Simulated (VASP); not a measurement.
# CdSe (F-43m) in VASP: further runs

CdSe is run at these levels: PBEsol; tasks: single point.

Everything below comes from runs of VASP 6.6.1. Logs are shortened: lines on timing, memory, paths and dates and some standing lists are left out, and cuts for length are marked.

**1. The cell of the first run**

It takes space group F-43m (No. 216, cubic). Conventional cell: a = 6.050 Å, b = 6.050 Å, c = 6.050 Å, α = 90.00°, β = 90.00°, γ = 90.00°. Cd (site symmetry -43m) has 4 Se at 2.62 Å within 3.5 Å. Se (site symmetry -43m) has 4 Cd at 2.62 Å within 3.5 Å.

**2. Single point, PBEsol**

Input file INCAR:

```
SYSTEM = CdSe
PREC     = Accurate       ! precision mode
ENCUT    = 500            ! plane-wave cutoff, eV
EDIFF    = 1E-6           ! SCF threshold, eV
ISMEAR   = 0              ! smearing method
SIGMA    = 0.01           ! smearing width, eV
LREAL    = .FALSE.        ! projectors in reciprocal space
LASPH    = .TRUE.         ! aspherical terms in the spheres
NELM     = 120            ! most SCF steps
ALGO     = Normal         ! electronic algorithm
ISIF     = 2              ! what is computed and relaxed
LWAVE    = .FALSE.        ! write WAVECAR
LCHARG   = .FALSE.        ! write CHGCAR
GGA      = PS             ! functional
NBANDS   = 16             ! bands
GGA_COMPAT= .FALSE.
```

Input file KPOINTS:

```
Automatic mesh
0
G
  8 8 8
  0 0 0
```

Input file POSCAR:

```
CdSe
1.0
    0.0000000000      3.0250000000      3.0250000000
    3.0250000000      0.0000000000      3.0250000000
    3.0250000000      3.0250000000      0.0000000000
Cd Se
1 1
Direct
    0.0000000000      0.0000000000      0.0000000000
    0.2500000000      0.2500000000      0.2500000000
```

Potentials or basis: VASP PAW PBE potentials, release 64 (Cd, Se).

Launch:

```
$ cat potpaw_PBE.64/Cd/POTCAR potpaw_PBE.64/Se/POTCAR > POTCAR
$ mpirun -np 1 vasp_std > vasp.out
```

OUTCAR:

```text
SYSTEM = CdSe
   PREC = Accurate
   ENCUT = 500
   EDIFF = 1E-6
   ISMEAR = 0
   LREAL = .FALSE.
   LASPH = .TRUE.
   NELM = 120
   ISIF = 2
   GGA = PS

 ion  position               nearest neighbor table
   1  0.000  0.000  0.000-   2 2.62   2 2.62   2 2.62   2 2.62
   2  0.250  0.250  0.250-   1 2.62   1 2.62   1 2.62   1 2.62

  LATTYP: Found a face centered cubic cell.
 ALAT       =     6.0500000000

  Lattice vectors:

 A1 = (   0.0000000000,   3.0250000000,   3.0250000000)
 A2 = (   3.0250000000,   0.0000000000,   3.0250000000)
 A3 = (   3.0250000000,   3.0250000000,   0.0000000000)

Analysis of symmetry for initial positions (statically):
=====================================================================
 Subroutine PRICEL returns:
 Original cell was already a primitive cell.

 Routine SETGRP: Setting up the symmetry group for a
 face centered cubic supercell.

 Subroutine GETGRP returns: Found 24 space group operations
 (whereof 24 operations were pure point group operations)
 out of a pool of 48 trial point group operations.

The static configuration has the point symmetry T_d .

Analysis of symmetry for dynamics (positions and initial velocities):
=====================================================================
 Subroutine PRICEL returns:
 Original cell was already a primitive cell.

 Routine SETGRP: Setting up the symmetry group for a
 face centered cubic supercell.

 Subroutine GETGRP returns: Found 24 space group operations
 (whereof 24 operations were pure point group operations)
 out of a pool of 48 trial point group operations.

The dynamic configuration has the point symmetry T_d .

 Subroutine INISYM returns: Found 24 space group operations
 (whereof 24 operations are pure point group operations),
 and found     1 'primitive' translations

----------------------------------------------------------------------------------------

                                     Primitive cell

  volume of cell :      55.3613

  direct lattice vectors                    reciprocal lattice vectors
     0.000000000  3.025000000  3.025000000    -0.165289256  0.165289256  0.165289256
     3.025000000  0.000000000  3.025000000     0.165289256 -0.165289256  0.165289256
     3.025000000  3.025000000  0.000000000     0.165289256  0.165289256 -0.165289256

  length of vectors
     4.277996026  4.277996026  4.277996026     0.286289390  0.286289390  0.286289390

  position of ions in fractional coordinates (direct lattice)
     0.000000000  0.000000000  0.000000000
     0.250000000  0.250000000  0.250000000

  ion indices of the primitive-cell ions
   primitive index   ion index
                 1           1
                 2           2

----------------------------------------------------------------------------------------

 KPOINTS: Automatic mesh

Automatic generation of k-mesh.
 Grid dimensions read from file:
 generate k-points for:    8    8    8

 Generating k-lattice:

  Cartesian coordinates                     Fractional coordinates (reciprocal lattice)
    -0.020661157  0.020661157  0.020661157     0.125000000  0.000000000  0.000000000
     0.020661157 -0.020661157  0.020661157     0.000000000  0.125000000  0.000000000
     0.020661157  0.020661157 -0.020661157     0.000000000  0.000000000  0.125000000

  Length of vectors
     0.035786174  0.035786174  0.035786174

  Shift w.r.t. Gamma in fractional coordinates (k-lattice)
     0.000000000  0.000000000  0.000000000

 Subroutine IBZKPT returns following result:
 ===========================================

 Found     29 irreducible k-points:

 Following reciprocal coordinates:
            Coordinates               Weight
  0.000000  0.000000  0.000000      1.000000
  0.125000  0.000000  0.000000      8.000000
  0.250000  0.000000  0.000000      8.000000
  0.375000  0.000000  0.000000      8.000000
  0.500000  0.000000  0.000000      4.000000
  0.125000  0.125000  0.000000      6.000000
[... 16 lines left out ...]
  0.500000  0.250000  0.125000     48.000000
 -0.375000  0.250000  0.125000     24.000000
 [... further k-points ...]
   k-points           NKPTS =     29   k-points in BZ     NKDIM =     29   number of bands    NBANDS=     16
   number of dos      NEDOS =    301   number of ions     NIONS =      2
   total plane-waves  NPLWV =  32768
   dimension x,y,z NGX =    32 NGY =   32 NGZ =   32
   dimension x,y,z NGXF=    64 NGYF=   64 NGZF=   64
   ions per type =               1   1
   NGX,Y,Z   is equivalent  to a cutoff of  12.44, 12.44, 12.44 a.u.
   NGXF,Y,Z  is equivalent  to a cutoff of  24.87, 24.87, 24.87 a.u.
 SYSTEM =  CdSe
   PREC   = accura    normal or accurate (medium, high low for compatibility)
   ISTART =      0    job   : 0-new  1-cont  2-samecut
   ICHARG =      2    charge: 1-file 2-atom 10-const
   ISPIN  =      1    spin polarized calculation?
   LNONCOLLINEAR =      F non collinear calculations
   LSORBIT =      F    spin-orbit coupling
   LASPH  =      T    aspherical Exc in radial PAW
   ENCUT  =  500.0 eV  36.75 Ry    6.06 a.u.   7.80  7.80  7.80*2*pi/ulx,y,z
   NELM   =    120;   NELMIN=  2; NELMDL= -5     # of ELM steps
   EDIFF  = 0.1E-05   stopping-criterion for ELM
   LREAL  =      F    real-space projection
   EDIFFG = 0.1E-04   stopping-criterion for IOM
   NSW    =      0    number of steps for IOM
   IBRION =     -1    ionic relax: 0-MD 1-quasi-New 2-CG
   NFREE  =      0    steps in history (QN), initial steepest desc. (CG)
   ISIF   =      2    stress and relaxation
   ISYM   =      2    0-nonsym 1-usesym 2-fastsym
   POTIM  = 0.5000    time-step for ionic-motion
   TEBEG  =    0.0;   TEEND  =   0.0 temperature during run
   PSTRESS=    0.0 pullay stress
   NELECT =      18.0000    total number of electrons
   NUPDOWN=      -1.0000    fix difference up-down
   EMIN   =  10.00;   EMAX   =-10.00  energy-range for DOS
   EFERMI =   0.00;   METHOD = LEGACY
   ISMEAR =     0;   SIGMA  =   0.01  broadening in eV -4-tet -1-fermi 0-gaus
   EFERMI_NEDOS =   21; number of points for ismear=-14 and -15
   IALGO  =     38    algorithm
   IMIX   =      4    mixing-type and parameters
     AMIX     =   0.40;   BMIX     =  1.00
     AMIX_MAG =   1.60;   BMIX_MAG =  1.00
  volume/ion in A,a.u.               =      27.68       186.80
  Fermi-wavevector in a.u.,A,eV,Ry     =   1.125720  2.127302 17.241915  1.267245
  Thomas-Fermi vector in A             =   2.262398
   LORBIT       =      0    0 simple, 1 ext, 2 COOP (PROOUT), +10 PAW based schemes
   GGA     = PS    functional components
   LHFCALC =     F    Hartree Fock is set to
   AEXX    =    0.0000 exact exchange contribution
   IVDW    =     0    specifies the selected vdW correction
   LEPSILON=     F    determine dielectric tensor
   LRPA    =     F    only Hartree local field effects (RPA)
 non-spin polarized calculation
 Gauss-broadening in eV      SIGMA  =   0.01
  energy-cutoff  :      500.00
  volume of cell :       55.36
 maximum number of plane-waves:      1424
   NGX = 15   NGY = 15   NGZ = 15

 number of electron      17.9999996 magnetization

 Free energy of the ion-electron system (eV)
  ---------------------------------------------------
  ext. energy  EPLUGINS =         0.00000000
  ---------------------------------------------------
  free energy    TOTEN  =        -6.17274505 eV

  energy without entropy =       -6.17274505  energy(sigma->0) =       -6.17274505

 E-fermi :   1.0068     XC(G=0):  -9.1727

 val. band max:        0.9412755624   @ k =   0.0000   0.0000   0.0000
 cond. band min:       1.4552802334   @ k =   0.0000   0.0000   0.0000
 fundamental gap:      0.5140046711
 Fermi energy:         1.0068494614

 k-point     1 :       0.0000    0.0000    0.0000
  band No.  band energies     occupation
      1     -11.7753      2.00000
      2      -7.0291      2.00000
      3      -7.0291      2.00000
      4      -7.0291      2.00000
      5      -6.6299      2.00000
      6      -6.6299      2.00000
[... 8 lines left out ...]
     15      12.0433      0.00000
     16      12.0433      0.00000

 k-point     2 :       0.1250    0.0000    0.0000
  band No.  band energies     occupation
      1     -11.7186      2.00000
      2      -7.0109      2.00000
      3      -7.0109      2.00000
      4      -6.9814      2.00000
      5      -6.6310      2.00000
      6      -6.6310      2.00000
[... 8 lines left out ...]
     15      11.2167      0.00000
     16      11.3245      0.00000

 k-point     3 :       0.2500    0.0000    0.0000
  band No.  band energies     occupation
      1     -11.5798      2.00000
      2      -6.9710      2.00000
      3      -6.9710      2.00000
      4      -6.8150      2.00000
      5      -6.6279      2.00000
      6      -6.6279      2.00000
[... 8 lines left out ...]
     15      10.9652      0.00000
     16      10.9652      0.00000

 k-point     4 :       0.3750    0.0000    0.0000
  band No.  band energies     occupation
      1     -11.4389      2.00000
      2      -6.9395      2.00000
      3      -6.9395      2.00000
      4      -6.6143      2.00000
      5      -6.6143      2.00000
      6      -6.5229      2.00000
[... 8 lines left out ...]
     15      11.8698      0.00000
     16      11.8698      0.00000

 k-point     5 :       0.5000    0.0000    0.0000
  band No.  band energies     occupation
      1     -11.3802      2.00000
      2      -6.9295      2.00000
      3      -6.9295      2.00000
      4      -6.6049      2.00000
      5      -6.6049      2.00000
      6      -6.3245      2.00000
[... 8 lines left out ...]
     15      13.0749      0.00000
     16      13.0749      0.00000

 k-point     6 :       0.1250    0.1250    0.0000
  band No.  band energies     occupation
      1     -11.6998      2.00000
      2      -6.9933      2.00000
      3      -6.9933      2.00000
      4      -6.9886      2.00000
      5      -6.6423      2.00000
      6      -6.6207      2.00000
[... 8 lines left out ...]
     15      11.8534      0.00000
     16      12.1768      0.00000
[... 267 lines left out ...]
 k-point    21 :       0.5000    0.5000    0.0000
  band No.  band energies     occupation
      1     -11.2559      2.00000
      2      -6.8341      2.00000
      3      -6.7504      2.00000
      4      -6.7504      2.00000
      5      -6.5672      2.00000
      6      -6.2597      2.00000
[... 8 lines left out ...]
     15      13.3502      0.00000
     16      14.3135      0.00000

 k-point    22 :       0.3750    0.2500    0.1250
  band No.  band energies     occupation
      1     -11.4769      2.00000
      2      -6.9279      2.00000
      3      -6.9068      2.00000
      4      -6.7581      2.00000
      5      -6.6234      2.00000
      6      -6.5838      2.00000
[... 8 lines left out ...]
     15      12.4571      0.00000
     16      13.6104      0.00000

 k-point    23 :       0.5000    0.2500    0.1250
  band No.  band energies     occupation
      1     -11.3651      2.00000
      2      -6.8975      2.00000
      3      -6.8783      2.00000
      4      -6.6818      2.00000
      5      -6.6070      2.00000
      6      -6.3895      2.00000
[... 8 lines left out ...]
     15      12.7996      0.00000
     16      13.4907      0.00000

 k-point    24 :      -0.3750    0.2500    0.1250
  band No.  band energies     occupation
      1     -11.3189      2.00000
      2      -6.8923      2.00000
      3      -6.8650      2.00000
      4      -6.6524      2.00000
      5      -6.6131      2.00000
      6      -6.2325      2.00000
[... 8 lines left out ...]
     15      12.5453      0.00000
     16      13.5404      0.00000

 [... further k-points ...]

------------------------ aborting loop because EDIFF is reached ----------------------------------------

  FORCE on cell =-STRESS in cart. coord.  units (eV):
  Direction    XX          YY          ZZ          XY          YZ          ZX
  --------------------------------------------------------------------------------------
  -------------------------------------------------------------------------------------
  Total        0.4166187      0.4166187      0.4166187      0.0000000     -0.0000000     -0.0000000
  in kB       12.0571088     12.0571088     12.0571088      0.0000000     -0.0000000     -0.0000000
  external PRESSURE =      12.0571088 kB  Pullay stress =       0.0000000 kB

 VOLUME and BASIS-vectors are now :
 -----------------------------------------------------------------------------
  energy-cutoff  :      500.00
  volume of cell :       55.36
      direct lattice vectors                 reciprocal lattice vectors
     0.000000000  3.025000000  3.025000000    -0.165289256  0.165289256  0.165289256
     3.025000000  0.000000000  3.025000000     0.165289256 -0.165289256  0.165289256
     3.025000000  3.025000000  0.000000000     0.165289256  0.165289256 -0.165289256

 POSITION                                       TOTAL-FORCE (eV/Angst)
 -----------------------------------------------------------------------------------
      0.00000      0.00000      0.00000         0.000000      0.000000      0.000000
      1.51250      1.51250      1.51250        -0.000000     -0.000000     -0.000000
 -----------------------------------------------------------------------------------
    total drift:                                0.000000      0.000000      0.000000

  FREE ENERGIE OF THE ION-ELECTRON SYSTEM (eV)
  ---------------------------------------------------
  free  energy   TOTEN  =        -6.1727450507 eV

  energy  without entropy=       -6.1727450507  energy(sigma->0) =       -6.17274505
```

Wall time 11 s (1 thread of Intel Xeon 6975P-C (Granite Rapids), shared host); peak memory 0.18 GiB.

Results:

```
Free energy            : -6.1727 eV
Pressure               : 1.2 GPa
Band gap on the k mesh : 0.51 eV
```

Levels at points of the mesh, in eV from the valence-band top:
```tsv
k point	band 5	band 6	band 7	band 8	band 9	band 10	band 11	band 12	band 13	band 14
(0.00, 0.00, 0.00)	-7.57	-7.57	0.00	0.00	0.00	0.51	5.85	5.85	5.85	9.66
(0.50, 0.00, 0.00)	-7.55	-7.27	-4.55	-0.78	-0.78	2.31	6.36	6.36	7.32	9.92
(0.50, 0.50, 0.00)	-7.51	-7.20	-4.20	-1.94	-1.94	2.97	3.69	9.06	10.22	10.22
```

Caveat: the PAW data sets were made with another functional, which shifts forces and pressure a little.

**3. Single point, PBEsol**

Input file INCAR:

```
PREC     = Accurate       # precision mode
ENCUT    = 500            # plane-wave cutoff, eV
EDIFF    = 1E-6           # SCF threshold, eV
ISMEAR   = 0              # smearing method
SIGMA    = 0.01           # smearing width, eV
LREAL    = F              # projectors in reciprocal space
LASPH    = T              # aspherical terms in the spheres
NELM     = 120            # most SCF steps
ALGO     = Normal         # electronic algorithm
ISIF     = 2              # what is computed and relaxed
LWAVE    = F              # write WAVECAR
LCHARG   = F              # write CHGCAR
GGA      = PS             # functional
NBANDS   = 16             # bands
GGA_COMPAT= F
```

Input file KPOINTS:

```
regular mesh
0
Gamma
  8 8 8
```

POSCAR is that of step 2.

Potentials or basis: VASP PAW PBE potentials, release 64 (Cd, Se).

Launch:

```
$ cat potpaw_PBE.64/Cd/POTCAR potpaw_PBE.64/Se/POTCAR > POTCAR
$ mpirun -np 1 vasp_std > vasp.out
```

OUTCAR:

```text
PREC = Accurate
   ENCUT = 500
   EDIFF = 1E-6
   ISMEAR = 0
   LREAL = F
   LASPH = T
   NELM = 120
   ISIF = 2
   GGA = PS

 ion  position               nearest neighbor table
   1  0.000  0.000  0.000-   2 2.62   2 2.62   2 2.62   2 2.62
   2  0.250  0.250  0.250-   1 2.62   1 2.62   1 2.62   1 2.62

  LATTYP: Found a face centered cubic cell.
 ALAT       =     6.0500000000

  Lattice vectors:

 A1 = (   0.0000000000,   3.0250000000,   3.0250000000)
[... 642 lines left out ...]
------------------------ aborting loop because EDIFF is reached ----------------------------------------

  FORCE on cell =-STRESS in cart. coord.  units (eV):
  Direction    XX          YY          ZZ          XY          YZ          ZX
  --------------------------------------------------------------------------------------
  -------------------------------------------------------------------------------------
  Total        0.4166187      0.4166187      0.4166187      0.0000000     -0.0000000     -0.0000000
  in kB       12.0571088     12.0571088     12.0571088      0.0000000     -0.0000000     -0.0000000
  external PRESSURE =      12.0571088 kB  Pullay stress =       0.0000000 kB

 VOLUME and BASIS-vectors are now :
 -----------------------------------------------------------------------------
  energy-cutoff  :      500.00
  volume of cell :       55.36
      direct lattice vectors                 reciprocal lattice vectors
     0.000000000  3.025000000  3.025000000    -0.165289256  0.165289256  0.165289256
     3.025000000  0.000000000  3.025000000     0.165289256 -0.165289256  0.165289256
     3.025000000  3.025000000  0.000000000     0.165289256  0.165289256 -0.165289256

 POSITION                                       TOTAL-FORCE (eV/Angst)
 -----------------------------------------------------------------------------------
      0.00000      0.00000      0.00000         0.000000      0.000000      0.000000
      1.51250      1.51250      1.51250        -0.000000     -0.000000     -0.000000
 -----------------------------------------------------------------------------------
    total drift:                                0.000000      0.000000      0.000000

  FREE ENERGIE OF THE ION-ELECTRON SYSTEM (eV)
  ---------------------------------------------------
  free  energy   TOTEN  =        -6.1727450507 eV

  energy  without entropy=       -6.1727450507  energy(sigma->0) =       -6.17274505
```

OSZICAR:

```text
N       E                     dE             d eps       ncg     rms          rms(c)
DAV:   1     0.106409555184E+03    0.10641E+03   -0.85752E+03   936   0.975E+02
DAV:   2    -0.253703960791E+01   -0.10895E+03   -0.10253E+03  1136   0.246E+02
DAV:   3    -0.653527655115E+01   -0.39982E+01   -0.39924E+01  1160   0.494E+01
DAV:   4    -0.655098029864E+01   -0.15704E-01   -0.15703E-01  1176   0.312E+00
DAV:   5    -0.655107427826E+01   -0.93980E-04   -0.93979E-04  1136   0.209E-01    0.619E+00
DAV:   6    -0.619748752075E+01    0.35359E+00   -0.56499E-01  1368   0.988E+00    0.495E+00
DAV:   7    -0.617403729068E+01    0.23450E-01   -0.13283E-01  1128   0.251E+00    0.221E+00
DAV:   8    -0.617281514364E+01    0.12221E-02   -0.13802E-02  1064   0.145E+00    0.224E-01
DAV:   9    -0.617270178713E+01    0.11336E-03   -0.14058E-03  1128   0.515E-01    0.435E-02
DAV:  10    -0.617272163367E+01   -0.19847E-04   -0.14542E-04  1232   0.156E-01    0.366E-02
DAV:  11    -0.617274551614E+01   -0.23882E-04   -0.42045E-05  1136   0.477E-02    0.156E-02
DAV:  12    -0.617274505069E+01    0.46545E-06   -0.16044E-06   888   0.172E-02
   1 F= -.61727451E+01 E0= -.61727451E+01  d E =-.699580E-23
```

Wall time 10 s (1 thread of Intel Xeon 6975P-C (Granite Rapids), shared host); peak memory 0.18 GiB.

What came out:

| Item | Value |
| --- | --- |
| Free energy | -6.1727 eV |
| Pressure | 1.2 GPa |
| Band gap on the k mesh | 0.51 eV |

Levels at points of the mesh, in eV from the valence-band top:
| k point | band 6 | band 7 | band 8 | band 9 | band 10 | band 11 | band 12 | band 13 |
| --- | --- | --- | --- | --- | --- | --- | --- | --- |
| (0.00, 0.00, 0.00) | -7.57 | 0.00 | 0.00 | 0.00 | 0.51 | 5.85 | 5.85 | 5.85 |
| (0.50, 0.00, 0.00) | -7.27 | -4.55 | -0.78 | -0.78 | 2.31 | 6.36 | 6.36 | 7.32 |
| (0.50, 0.50, 0.00) | -7.20 | -4.20 | -1.94 | -1.94 | 2.97 | 3.69 | 9.06 | 10.22 |

Caveat: the PAW data sets were made with another functional, which shifts forces and pressure a little.
